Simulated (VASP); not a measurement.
## BeS: dielectric tensor with r2SCAN

The system is BeS.

```
Be S
1.0
     0.00000    2.48299    2.39579
     2.48299    0.00000    2.39579
     2.48299    2.48299    0.00000
Be S
1 1
Direct
  0.00000 0.00000 0.00000
  0.25000 0.25000 0.25000
```

This cell differs from its parent crystal: epitaxial xy strain +2.0%.

| Item | Value |
| --- | --- |
| Program | VASP 6.6.1 |
| Task | dielectric tensor |
| Functional | r2SCAN |
| Potentials or basis | VASP PAW PBE potentials, release 64 (Be, S) |
| Cutoff | 520 eV |
| k mesh | 8 × 8 × 8 |
| Occupations | gaussian, width 0.01 eV |
| Spin | no spin polarisation |
| Dipole correction | no |
| Further INCAR settings | ALGO = Normal; EDIFF = 1e-08 |

```yaml
Band_gap_on_the_k_mesh: 3.35 eV (least direct gap 6.14 eV)
Electronic_dielectric_tensor_diagonal: 4.96, 4.96, 4.86
Born_charges_mean_of_the_diagonal: Be +1.72; S -1.72 e
```

Levels at points of the mesh, in eV from the valence-band top:
```
           k point  band 1  band 2  band 3  band 4  band 5  band 6  band 7  band 8
(0.00, 0.00, 0.00)  -14.18   -0.18   -0.18    0.00    6.14    6.18    6.18    6.25
(0.50, 0.00, 0.00)  -12.59   -5.85   -1.29   -0.97    5.78    6.87    7.27   11.77
(0.50, 0.50, 0.00)  -11.95   -4.96   -2.90   -2.90    3.35    5.06   13.45   13.45
(0.50, 0.00, 0.50)  -12.11   -5.21   -2.64   -2.58    3.62    5.41   13.28   13.50
```

Electronic dielectric tensor:
```
4.96 0.00 0.00
0.00 4.96 0.00
0.00 0.00 4.86
```

Born effective charge tensors (e):
atom 1, Be
```
1.75 0.00 0.00
0.00 1.75 0.00
0.00 0.00 1.65
```
atom 2, S
```
-1.75  0.00  0.00
 0.00 -1.75  0.00
 0.00  0.00 -1.65
```

Dipole moments of the cell (e·Å, modulo the quantum): ionic 7.449, 7.449, 7.187; electronic 0.005, 0.005, 0.011

Run time: 40 min on 1 thread of Intel(R) Xeon(R) Platinum 8488C (Sapphire Rapids) (shared host), peak memory 0.39 GiB.

Caveat: the cell differs from its parent crystal (epitaxial xy strain +2.0%). A k mesh can miss the band edges.
